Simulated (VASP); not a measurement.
# Ta4N (Pm-3m) in VASP: a series of runs, part 2 of 2

VASP 6.6.1. Earlier steps stand in the parts before.

### 4 Relaxation of cell and atoms, PBE

Input file INCAR:

```
ALGO = Normal
EDIFF = 1E-7
EDIFFG = -0.01
ENCUT = 600
GGA = PE
IBRION = 2
ISIF = 3
ISMEAR = 0
LASPH = True
LCHARG = False
LREAL = False
LWAVE = False
NELM = 60
NSW = 100
PREC = Accurate
SIGMA = 0.1
```

Input file KPOINTS:

```
k-points
0
Gamma
  10 10 10
```

Input file POSCAR:

```
Ta4N
1.0
    4.2906923000      0.0000000000      0.0000000000
    0.0000000000      4.2906923000      0.0000000000
    0.0000000000      0.0000000000      4.2906923000
Ta N
4 1
Direct
    0.0000000000      0.0000000000      0.0000000000
    0.5000000000      0.5000000000      0.0000000000
    0.5000000000      0.0000000000      0.5000000000
    0.0000000000      0.5000000000      0.5000000000
    0.5000000000      0.5000000000      0.5000000000
```

Potentials or basis: VASP PAW PBE potentials, release 64 (Ta_pv, N).

The run is started by

```console
$ cat potpaw_PBE.64/Ta_pv/POTCAR potpaw_PBE.64/N/POTCAR > POTCAR
$ mpirun -np 1 vasp_std > vasp.out
```

OUTCAR:

```text
EDIFF = 1E-7
   EDIFFG = -0.01
   ENCUT = 600
   GGA = PE
   IBRION = 2
   ISIF = 3
   ISMEAR = 0
   LASPH = True
   LREAL = False
   NELM = 60
   NSW = 100
   PREC = Accurate

 ion  position               nearest neighbor table
   1  0.000  0.000  0.000-   2 3.03   3 3.03   4 3.03   3 3.03   4 3.03   2 3.03   4 3.03   4 3.03
                             2 3.03   3 3.03   3 3.03   2 3.03
   2  0.500  0.500  0.000-   5 2.15   5 2.15   4 3.03   1 3.03   3 3.03   4 3.03   3 3.03   1 3.03
                             3 3.03   3 3.03   1 3.03   4 3.03   4 3.03   1 3.03
   3  0.500  0.000  0.500-   5 2.15   5 2.15   4 3.03   1 3.03   1 3.03   2 3.03   2 3.03   4 3.03
                             2 3.03   2 3.03   1 3.03   4 3.03   1 3.03   4 3.03
   4  0.000  0.500  0.500-   5 2.15   5 2.15   3 3.03   1 3.03   1 3.03   2 3.03   1 3.03   3 3.03
                             1 3.03   2 3.03   3 3.03   2 3.03   2 3.03   3 3.03
   5  0.500  0.500  0.500-   2 2.15   3 2.15   4 2.15   2 2.15   3 2.15   4 2.15

  LATTYP: Found a simple cubic cell.
 ALAT       =     4.2906923000

  Lattice vectors:

 A1 = (   4.2906923000,   0.0000000000,   0.0000000000)
 A2 = (   0.0000000000,   4.2906923000,   0.0000000000)
 A3 = (   0.0000000000,   0.0000000000,   4.2906923000)

Analysis of symmetry for initial positions (statically):
=====================================================================
 Subroutine PRICEL returns:
 Original cell was already a primitive cell.

 Routine SETGRP: Setting up the symmetry group for a
 simple cubic supercell.

 Subroutine GETGRP returns: Found 48 space group operations
 (whereof 48 operations were pure point group operations)
 out of a pool of 48 trial point group operations.

The static configuration has the point symmetry O_h .

Analysis of symmetry for dynamics (positions and initial velocities):
=====================================================================
 Subroutine PRICEL returns:
 Original cell was already a primitive cell.

 Routine SETGRP: Setting up the symmetry group for a
 simple cubic supercell.

 Subroutine GETGRP returns: Found 48 space group operations
[... 140 lines left out ...]
 conjugate gradient relaxation of ions
 non-spin polarized calculation
 Gauss-broadening in eV      SIGMA  =   0.10
  energy-cutoff  :      600.00
  volume of cell :       78.99
 maximum number of plane-waves:      2666
 NGX is ok and might be reduce to    36
   NGX = 17   NGY = 17   NGZ = 17

--------------------------------------- Ionic step        1  -------------------------------------------

 number of electron      48.9999988 magnetization

 Free energy of the ion-electron system (eV)
  ---------------------------------------------------
  ext. energy  EPLUGINS =         0.00000000
  ---------------------------------------------------
  free energy    TOTEN  =       -57.75921450 eV

  energy without entropy =      -57.74656256  energy(sigma->0) =      -57.75288853

------------------------ aborting loop because EDIFF is reached ----------------------------------------

  FORCE on cell =-STRESS in cart. coord.  units (eV):
  Direction    XX          YY          ZZ          XY          YZ          ZX
  --------------------------------------------------------------------------------------
  -------------------------------------------------------------------------------------
  Total        0.1310699      0.1310699      0.1310699      0.0000000     -0.0000000      0.0000000
  in kB        2.6584686      2.6584686      2.6584686      0.0000000     -0.0000000      0.0000000
  external PRESSURE =       2.6584686 kB  Pullay stress =       0.0000000 kB
[... 65 lines left out ...]
--------------------------------------- Ionic step        3  -------------------------------------------

 number of electron      48.9999988 magnetization

 Free energy of the ion-electron system (eV)
  ---------------------------------------------------
  ext. energy  EPLUGINS =         0.00000000
  ---------------------------------------------------
  free energy    TOTEN  =       -57.75928324 eV

  energy without entropy =      -57.74663147  energy(sigma->0) =      -57.75295736

 E-fermi :   6.2559     XC(G=0): -12.5873

 val. band max:        6.2463913615   @ k =   0.5000   0.4000   0.0000
 cond. band min:       6.2621123984   @ k =   0.5000   0.4000   0.4000
 fundamental gap:      0.0157210369
 Fermi energy:         6.2559310365

 k-point     1 :       0.0000    0.0000    0.0000
  band No.  band energies     occupation
      1     -28.7178      2.00000
      2     -28.7178      2.00000
      3     -28.7178      2.00000
      4     -28.2113      2.00000
      5     -28.2113      2.00000
      6     -28.2113      2.00000
[... 757 lines left out ...]
     28       7.5330      0.00000
     29       8.6718      0.00000

 [... further k-points ...]

------------------------ aborting loop because EDIFF is reached ----------------------------------------

  FORCE on cell =-STRESS in cart. coord.  units (eV):
  Direction    XX          YY          ZZ          XY          YZ          ZX
  --------------------------------------------------------------------------------------
  -------------------------------------------------------------------------------------
  Total        0.0031029      0.0031029      0.0031029      0.0000000     -0.0000000      0.0000000
  in kB        0.0628680      0.0628680      0.0628680      0.0000000     -0.0000000      0.0000000
  external PRESSURE =       0.0628680 kB  Pullay stress =       0.0000000 kB
[... 20 lines left out ...]
  FREE ENERGIE OF THE ION-ELECTRON SYSTEM (eV)
  ---------------------------------------------------
  free  energy   TOTEN  =       -57.7592832433 eV

  energy  without entropy=      -57.7466314721  energy(sigma->0) =      -57.75295736

 reached required accuracy - stopping structural energy minimisation
```

OSZICAR:

```text
N       E                     dE             d eps       ncg     rms          rms(c)
DAV:   1     0.507167916305E+03    0.50717E+03   -0.29368E+04  3248   0.193E+03
DAV:   2    -0.320651360457E+02   -0.53923E+03   -0.52781E+03  3515   0.531E+02
DAV:   3    -0.615155738361E+02   -0.29450E+02   -0.28227E+02  4268   0.105E+02
[... 28 lines left out ...]
DAV:   3    -0.577592711104E+02    0.37670E-03   -0.16065E-03  3692   0.303E-01    0.535E-02
DAV:   4    -0.577592751091E+02   -0.39987E-05   -0.30161E-05  3493   0.421E-02    0.310E-02
DAV:   5    -0.577592839216E+02   -0.88125E-05   -0.16373E-05  4008   0.239E-02    0.762E-03
DAV:   6    -0.577592844260E+02   -0.50440E-06   -0.10438E-05  3778   0.164E-02    0.975E-03
DAV:   7    -0.577592832107E+02    0.12153E-05   -0.19611E-06  3662   0.105E-02    0.230E-03
DAV:   8    -0.577592832433E+02   -0.32576E-07   -0.21120E-07  2896   0.253E-03
   3 F= -.57759283E+02 E0= -.57752957E+02  d E =-.687424E-04
```

Run time: 6.4 min. Hardware: 1 thread of AMD EPYC 7R43 (Zen 3), shared host; peak memory 0.27 GiB.

What came out:

```
Free energy                            : -57.7593 eV
Relaxed volume                         : 15.82 Å³/atom
Relaxed cell                           : a = 4.292 Å, b = 4.292 Å, c = 4.292 Å, α = 90.00°, β = 90.00°, γ = 90.00°
Space group after relaxing (to 0.05 Å) : Pm-3m (No. 221)
Energy gained by relaxing              : 0.0 meV/atom
Ionic steps                            : 3
Pressure after relaxing                : 0.0 GPa
```

Final structure:
```xyz
5
Lattice="4.2922 0.0000 0.0000 0.0000 4.2922 0.0000 0.0000 0.0000 4.2922" Properties=species:S:1:pos:R:3 pbc="T T T"
Ta    0.0000    0.0000    0.0000
Ta    2.1461    2.1461    0.0000
Ta    2.1461    0.0000    2.1461
Ta    0.0000    2.1461    2.1461
N     2.1461    2.1461    2.1461
```

Caveat: spin-orbit coupling is left out, which moves the levels of the heavy elements.
